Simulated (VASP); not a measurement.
# Si (I4/mmm) in VASP: further runs, part 2 of 2

VASP 6.6.1.

### 3 Single point, r2SCAN (strain -0.030 along x and y, -0.030 along z)

POSCAR reads:

```
Si
1.0
   -3.2256809613      3.2256809613      1.8647140902
    3.2256809613     -3.2256809613      1.8647140902
    3.2256809613      3.2256809613     -1.8647140902
Si
4
Direct
    0.1788010600      0.1788010600      0.3576021200
    0.8211989400      0.8211989400      0.6423978800
    0.1788010600      0.8211989400      0.0000000000
    0.8211989400      0.1788010600      0.0000000000
```

INCAR.step1 reads:

```
SYSTEM = Si
PREC = Accurate
ENCUT = 520
ISMEAR = 0
SIGMA = 0.03
LREAL = .FALSE.
LASPH = .TRUE.
NELM = 100
NBANDS = 16
GGA = PE
ALGO = Normal
EDIFF = 1E-4
LWAVE = .TRUE.
LCHARG = .FALSE.
```

INCAR.step2 reads:

```
SYSTEM = Si
PREC = Accurate
ENCUT = 520
EDIFF = 1E-6
ISMEAR = 0
SIGMA = 0.03
LREAL = .FALSE.
LASPH = .TRUE.
NELM = 100
ALGO = Normal
ISIF = 2
LWAVE = .FALSE.
LCHARG = .FALSE.
METAGGA = R2SCAN
LMIXTAU = .TRUE.
NBANDS = 16
ISTART = 1
```

KPOINTS reads:

```
regular mesh
0
G
  10 10 10
  0 0 0
```

Potentials or basis: VASP PAW PBE potentials, release 64 (Si).

Run with:

```sh
$ cat potpaw_PBE.64/Si/POTCAR > POTCAR
$ cp INCAR.step1 INCAR
$ mpirun -np 1 vasp_std > vasp.out
$ cp INCAR.step2 INCAR
$ mpirun -np 1 vasp_std > vasp.out
```

OUTCAR:

```text
SYSTEM = Si
   PREC = Accurate
   ENCUT = 520
   EDIFF = 1E-6
   ISMEAR = 0
   LREAL = .FALSE.
   LASPH = .TRUE.
   NELM = 100
   ISIF = 2
   METAGGA = R2SCAN
   ISTART = 1

 ion  position               nearest neighbor table
   1  0.179  0.179  0.358-   2 2.27   2 2.27   3 2.31   4 2.31
   2  0.821  0.821  0.642-   1 2.27   1 2.27   4 2.31   3 2.31
   3  0.179  0.821  0.000-   4 2.27   4 2.27   2 2.31   1 2.31
   4  0.821  0.179  0.000-   3 2.27   3 2.27   2 2.31   1 2.31

  LATTYP: Found a body centered tetragonal cell.
 ALAT       =     6.4513619226
 C/A-ratio  =     0.5780838566

  Lattice vectors:

 A1 = (  -3.2256809613,   3.2256809613,   1.8647140902)
 A2 = (   3.2256809613,  -3.2256809613,   1.8647140902)
 A3 = (   3.2256809613,   3.2256809613,  -1.8647140902)

Analysis of symmetry for initial positions (statically):
=====================================================================
 Subroutine PRICEL returns:
 Original cell was already a primitive cell.

 Routine SETGRP: Setting up the symmetry group for a
 body centered tetragonal supercell.

 Subroutine GETGRP returns: Found 16 space group operations
 (whereof 16 operations were pure point group operations)
 out of a pool of 16 trial point group operations.

The static configuration has the point symmetry D_4h.

Analysis of symmetry for dynamics (positions and initial velocities):
=====================================================================
 Subroutine PRICEL returns:
 Original cell was already a primitive cell.

 Routine SETGRP: Setting up the symmetry group for a
 body centered tetragonal supercell.

 Subroutine GETGRP returns: Found 16 space group operations
 (whereof 16 operations were pure point group operations)
 out of a pool of 16 trial point group operations.

The dynamic configuration has the point symmetry D_4h.

[... 115 lines left out ...]
   EMIN   =  10.00;   EMAX   =-10.00  energy-range for DOS
   EFERMI =   0.00;   METHOD = LEGACY
   ISMEAR =     0;   SIGMA  =   0.03  broadening in eV -4-tet -1-fermi 0-gaus
   EFERMI_NEDOS =   21; number of points for ismear=-14 and -15
   IALGO  =     38    algorithm
   IMIX   =      4    mixing-type and parameters
     AMIX     =   0.40;   BMIX     =  1.00
     AMIX_MAG =   1.60;   BMIX_MAG =  1.00
  volume/ion in A,a.u.               =      19.40       130.93
  Fermi-wavevector in a.u.,A,eV,Ry     =   0.967111  1.827575 12.725588  0.935304
  Thomas-Fermi vector in A             =   2.096970
   LORBIT       =      0    0 simple, 1 ext, 2 COOP (PROOUT), +10 PAW based schemes
   METAGGA = R2SCAN    functional components
   LHFCALC =     F    Hartree Fock is set to
   AEXX    =    0.0000 exact exchange contribution
   IVDW    =     0    specifies the selected vdW correction
   LEPSILON=     F    determine dielectric tensor
   LRPA    =     F    only Hartree local field effects (RPA)
 non-spin polarized calculation
 Gauss-broadening in eV      SIGMA  =   0.03
  energy-cutoff  :      520.00
  volume of cell :       77.61
 maximum number of plane-waves:      2106
 NGX is ok and might be reduce to    40
   NGX = 19   NGY = 19   NGZ = 19

 number of electron      16.0000000 magnetization

 Free energy of the ion-electron system (eV)
  ---------------------------------------------------
  ext. energy  EPLUGINS =         0.00000000
  ---------------------------------------------------
  free energy    TOTEN  =       -34.42446958 eV

  energy without entropy =      -34.42446956  energy(sigma->0) =      -34.42446957

 E-fermi :   6.4306     XC(G=0):  -9.8967

 val. band max:        6.3435576535   @ k =   0.5000   0.5000   0.5000
 cond. band min:       6.5242437043   @ k =  -0.1000  -0.2000   0.1000
 fundamental gap:      0.1806860508
 Fermi energy:         6.4306104444

 k-point     1 :       0.0000    0.0000    0.0000
  band No.  band energies     occupation
      1      -7.0028      2.00000
      2      -2.0969      2.00000
      3       0.2420      2.00000
      4       0.2420      2.00000
      5       1.9696      2.00000
      6       4.6188      2.00000
[... 433 lines left out ...]
      3      -1.4112      2.00000
      4       0.8833      2.00000
      5       1.5132      2.00000
      6       2.8682      2.00000
[... 8 lines left out ...]
     15      13.0250      0.00000
     16      14.0502      0.00000

 [... further k-points ...]
[... 5 lines left out ...]
  --------------------------------------------------------------------------------------
  -------------------------------------------------------------------------------------
  Total        4.6490832      4.6490832      4.8832272      0.0000000     -0.0000000     -0.0000000
  in kB       95.9760408     95.9760408    100.8097295      0.0000000     -0.0000000     -0.0000000
  external PRESSURE =      97.5872704 kB  Pullay stress =       0.0000000 kB

 VOLUME and BASIS-vectors are now :
 -----------------------------------------------------------------------------
  energy-cutoff  :      520.00
  volume of cell :       77.61
      direct lattice vectors                 reciprocal lattice vectors
    -3.225680961  3.225680961  1.864714090     0.000000000  0.155006030  0.268137621
     3.225680961 -3.225680961  1.864714090     0.155006030  0.000000000  0.268137621
     3.225680961  3.225680961 -1.864714090     0.155006030  0.155006030  0.000000000

 POSITION                                       TOTAL-FORCE (eV/Angst)
 -----------------------------------------------------------------------------------
      1.15351      1.15351     -0.00000         0.103669      0.103669     -0.000000
      2.07217      2.07217      1.86471        -0.103669     -0.103669      0.000000
      2.07217     -2.07217      1.86471        -0.103669      0.103669     -0.000000
     -2.07217      2.07217      1.86471         0.103669     -0.103669      0.000000
 -----------------------------------------------------------------------------------
    total drift:                               -0.000000     -0.000000      0.000000

  FREE ENERGIE OF THE ION-ELECTRON SYSTEM (eV)
  ---------------------------------------------------
  free  energy   TOTEN  =       -34.4244695798 eV

  energy  without entropy=      -34.4244695643  energy(sigma->0) =      -34.42446957
```

OSZICAR.step1:

```text
N       E                     dE             d eps       ncg     rms          rms(c)
DAV:   1     0.262107659337E+02    0.26211E+02   -0.59964E+03  3264   0.822E+02
DAV:   2    -0.197379314522E+02   -0.45949E+02   -0.41447E+02  4424   0.122E+02
DAV:   3    -0.215632980921E+02   -0.18254E+01   -0.18099E+01  4368   0.225E+01
DAV:   4    -0.215857066285E+02   -0.22409E-01   -0.22404E-01  4088   0.318E+00
DAV:   5    -0.215861136548E+02   -0.40703E-03   -0.40701E-03  4528   0.409E-01    0.768E+00
DAV:   6    -0.211796095077E+02    0.40650E+00   -0.19820E-01  3712   0.218E+00    0.469E+00
DAV:   7    -0.210182297351E+02    0.16138E+00   -0.33453E-01  4032   0.286E+00    0.509E-01
DAV:   8    -0.210210581218E+02   -0.28284E-02   -0.31577E-02  3840   0.970E-01    0.195E-01
DAV:   9    -0.210219162872E+02   -0.85817E-03   -0.18678E-03  4392   0.249E-01    0.911E-02
DAV:  10    -0.210220881677E+02   -0.17188E-03   -0.30261E-04  4032   0.901E-02    0.384E-02
DAV:  11    -0.210221459564E+02   -0.57789E-04   -0.76995E-05  3136   0.504E-02
   1 F= -.21022146E+02 E0= -.21022116E+02  d E =-.590542E-04
```

Wall time 6.1 min (1 thread of Intel Xeon Platinum 8375C at 2.90GHz (Ice Lake), shared host); peak memory 0.29 GiB.

Results:

```yaml
Free_energy: -34.4245 eV
Pressure: 9.8 GPa
Largest_force: 0.147 eV/Å
Band_gap_on_the_k_mesh: 0.18 eV (least direct gap 0.47 eV)
```

Forces in eV/Å, atoms in the order of the input:
```
Si   0.104  0.104  0.000
Si  -0.104 -0.104  0.000
Si  -0.104  0.104  0.000
Si   0.104 -0.104  0.000
```

Caveat: the cell differs from its parent crystal (strain -0.030 along x and y, -0.030 along z); the cell stands under pressure; semilocal functionals underestimate gaps, and a narrow one can read as zero; the PAW data sets were made with another functional, which shifts forces and pressure a little.

### 4 Single point, r2SCAN (strain -0.030 along x and y, -0.015 along z)

POSCAR reads:

```
Si
1.0
   -3.2256809613      3.2256809613      1.8935498751
    3.2256809613     -3.2256809613      1.8935498751
    3.2256809613      3.2256809613     -1.8935498751
Si
4
Direct
    0.1788010600      0.1788010600      0.3576021200
    0.8211989400      0.8211989400      0.6423978800
    0.1788010600      0.8211989400      0.0000000000
    0.8211989400      0.1788010600      0.0000000000
```

INCAR.step1 reads:

```
PREC = Accurate ; ENCUT = 520
ISMEAR = 0 ; SIGMA = 0.03
LREAL = F ; LASPH = T
NELM = 60 ; NBANDS = 16
GGA = PE ; ALGO = Normal
EDIFF = 1E-4 ; LWAVE = T
LCHARG = F
```

INCAR.step2 reads:

```
PREC = Accurate ; ENCUT = 520
EDIFF = 1E-6 ; ISMEAR = 0
SIGMA = 0.03 ; LREAL = F
LASPH = T ; NELM = 60
ALGO = Normal ; ISIF = 2
LWAVE = F ; LCHARG = T
METAGGA = R2SCAN ; LMIXTAU = T
LELF = T ; LVHAR = T
NBANDS = 16 ; ISTART = 1
```

KPOINTS reads:

```
regular mesh
0
Gamma
  10 10 10
```

Run with:

```sh
$ cat potpaw_PBE.64/Si/POTCAR > POTCAR
$ cp INCAR.step1 INCAR
$ mpirun -np 1 vasp_std > vasp.out
$ cp INCAR.step2 INCAR
$ mpirun -np 1 vasp_std > vasp.out
```

It took 5.9 min on 1 thread of Intel Xeon Platinum 8375C at 2.90GHz (Ice Lake), shared host; peak memory 0.29 GiB.

It converged, with:

```
Free energy            : -34.4832 eV
Pressure               : 7.8 GPa
Largest force          : 0.351 eV/Å
Band gap on the k mesh : 0.20 eV (least direct gap 0.29 eV)
```

Forces on the atoms (eV/Å):
```
Si   0.248  0.248  0.000
Si  -0.248 -0.248  0.000
Si  -0.248  0.248  0.000
Si   0.248 -0.248  0.000
```

Stress tensor (GPa, compression positive):
```
8.85 0.00 0.00
0.00 8.85 0.00
0.00 0.00 5.70
```

Levels at points of the mesh, in eV from the valence-band top:
```tsv
k point	band 4	band 5	band 6	band 7	band 8	band 9	band 10	band 11	band 12	band 13
(0.00, 0.00, 0.00)	-6.07	-4.34	-1.81	-1.81	-0.75	1.28	2.06	2.06	2.42	2.42
(0.50, 0.00, 0.00)	-6.61	-4.98	-3.96	-2.80	-1.60	0.88	2.80	3.25	3.69	4.78
(0.50, 0.50, 0.00)	-5.28	-3.28	-2.43	-2.09	-1.98	1.74	1.97	2.19	4.53	4.59
(0.50, 0.50, 0.50)	-5.74	-3.51	-0.31	0.00	0.00	0.29	4.03	4.22	4.71	4.71
```

Caveat: the cell differs from its parent crystal (strain -0.030 along x and y, -0.015 along z); the cell stands under pressure; semilocal functionals underestimate gaps, and a narrow one can read as zero; the PAW data sets were made with another functional, which shifts forces and pressure a little.

### 5 Single point, r2SCAN (strain -0.030 along x and y, +0.000 along z)

POSCAR reads:

```
Si
1.0
   -3.2256809613      3.2256809613      1.9223856600
    3.2256809613     -3.2256809613      1.9223856600
    3.2256809613      3.2256809613     -1.9223856600
Si
4
Direct
    0.1788010600      0.1788010600      0.3576021200
    0.8211989400      0.8211989400      0.6423978800
    0.1788010600      0.8211989400      0.0000000000
    0.8211989400      0.1788010600      0.0000000000
```

INCAR.step1 reads:

```
PREC = Accurate
ENCUT = 520
ISMEAR = 0
SIGMA = 0.03
LREAL = False
LASPH = True
NELM = 80
NBANDS = 16
GGA = PE
ALGO = Normal
EDIFF = 1E-4
LWAVE = True
LCHARG = False
```

INCAR.step2 reads:

```
PREC = Accurate
ENCUT = 520
EDIFF = 1E-7
ISMEAR = 0
SIGMA = 0.03
LREAL = False
LASPH = True
NELM = 80
ALGO = Normal
ISIF = 2
LWAVE = False
LCHARG = False
METAGGA = R2SCAN
LMIXTAU = True
NBANDS = 16
ISTART = 1
```

KPOINTS reads:

```
Automatic mesh
0
Gamma
  10 10 10
```

Run with:

```sh
$ cat potpaw_PBE.64/Si/POTCAR > POTCAR
$ cp INCAR.step1 INCAR
$ mpirun -np 1 vasp_std > vasp.out
$ cp INCAR.step2 INCAR
$ mpirun -np 1 vasp_std > vasp.out
```

Run time: 6 min. Hardware: 1 thread of Intel Xeon Platinum 8375C at 2.90GHz (Ice Lake), shared host; peak memory 0.3 GiB.

The run converged. Its results:

- Free energy: -34.5107 eV
- Pressure: 6.0 GPa
- Largest force: 0.530 eV/Å
- Band gap on the k mesh: 0.12 eV

Forces on the atoms (eV/Å):
```
Si   0.375  0.375  0.000
Si  -0.375 -0.375  0.000
Si  -0.375  0.375  0.000
Si   0.375 -0.375  0.000
```

Stress tensor (GPa, compression positive):
```
8.18 0.00 0.00
0.00 8.18 0.00
0.00 0.00 1.73
```

Levels at points of the mesh, in eV from the valence-band top:
```tsv
k point	band 4	band 5	band 6	band 7	band 8	band 9	band 10	band 11	band 12	band 13
(0.00, 0.00, 0.00)	-6.04	-4.30	-1.89	-1.89	-0.80	1.14	2.00	2.00	2.40	2.40
(0.50, 0.00, 0.00)	-6.54	-4.92	-3.93	-2.80	-1.55	0.91	2.84	3.28	3.70	4.79
(0.50, 0.50, 0.00)	-5.28	-3.22	-2.52	-2.06	-2.00	1.58	1.84	2.19	4.50	4.55
(0.50, 0.50, 0.50)	-5.67	-3.61	-0.36	0.00	0.00	0.12	4.03	4.15	4.59	4.59
```

Caveat: the cell differs from its parent crystal (strain -0.030 along x and y, +0.000 along z); the stress differs along the axes, from 2 to 8 GPa; semilocal functionals underestimate gaps, and a narrow one can read as zero; the PAW data sets were made with another functional, which shifts forces and pressure a little. A k mesh can miss the band edges.

### 6 The runs side by side

```tsv
cell	gap on the mesh (eV)	pressure (GPa)	largest force (eV/Å)
a = 5.027 Å, angles 98.7, 98.7, 134.3°, 4 atoms	0.20	1.3	0.38
a = 4.928 Å, angles 98.2, 98.2, 135.5°, 4 atoms	0.18	9.8	0.15
a = 4.939 Å, angles 98.5, 98.5, 134.9°, 4 atoms	0.20	7.8	0.35
a = 4.950 Å, angles 98.7, 98.7, 134.3°, 4 atoms	0.12	6.0	0.53
```

Alike in all rows: task single point; level r2SCAN; potentials or basis VASP PAW PBE potentials, release 64 (Si); no spin polarisation; k mesh 10 × 10 × 10; cutoff (eV) 520; smearing gaussian 0.03 eV.

Caveats: semilocal functionals underestimate gaps, and a narrow one can read as zero; the PAW data sets were made with another functional, which shifts forces and pressure a little; the cell stands under pressure (at least some runs); the stress differs along the axes, from -3 to 3 GPa (at least some runs); the stress differs along the axes, from 2 to 8 GPa (at least some runs).

Total energies depend on the potentials used, so only differences within one code and one set of settings carry meaning.
